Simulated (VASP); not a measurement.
Write the native input for VASP 6.6.1 that does the following.

```yaml
Task: single point
Functional: PBE
Potentials_or_basis: VASP PAW PBE potentials, release 64 (Pb_d, Se)
Cutoff: 520 eV
k_mesh: 10 × 10 × 10
Occupations: gaussian, width 0.05 eV
Spin: non-collinear spin, zero start, spin-orbit coupling
Starting_moments: "[[0.0, 0.0, 0.0], [0.0, 0.0, 0.0]] μB"
Dipole_correction: no
Further_INCAR_settings: ALGO = Normal; EDIFF = 1e-06; NBANDS = 32
```

The structure of PbSe lies in POSCAR:

```
PbSe
1.0
    0.0000000000      3.1039764788      3.1039764788
    3.1039764788      0.0000000000      3.1039764788
    3.1039764788      3.1039764788      0.0000000000
Pb Se
1 1
Direct
    0.5000000000      0.5000000000      0.5000000000
    0.0000000000      0.0000000000      0.0000000000
```

One way to write it, as run:

INCAR

```
SYSTEM = PbSe
  PREC = Accurate
  ENCUT = 520
  EDIFF = 1E-6
  ISMEAR = 0
  SIGMA = 0.05
  LREAL = .FALSE.
  LASPH = .TRUE.
  NELM = 150
  ALGO = Normal
  ISIF = 2
  LWAVE = .FALSE.
  LCHARG = .FALSE.
  LNONCOLLINEAR = .TRUE.
  MAGMOM = 0 0 0 0 0 0
  LORBIT = 11
  LSORBIT = .TRUE.
  GGA_COMPAT = .FALSE.
  LORBMOM = .TRUE.
  GGA = PE
  NBANDS = 32
```

KPOINTS

```
Automatic mesh
0
G
  10 10 10
  0 0 0
```

Potentials or basis: VASP PAW PBE potentials, release 64 (Pb_d, Se).

Command:

```bash
$ cat potpaw_PBE.64/Pb_d/POTCAR potpaw_PBE.64/Se/POTCAR > POTCAR
$ mpirun -np 1 vasp_ncl > vasp.out
```

It gave:

```yaml
Pressure: 0.1 GPa
Net_moment: 0.00 μB per cell
Valence_electrons_inside_the_program's_atomic_spheres: Pb 11.84; Se 3.79
```

Wall time 5.1 min on 1 thread of Oxide Virtual Turin-like Processor (shared host), peak memory 0.42 GiB.
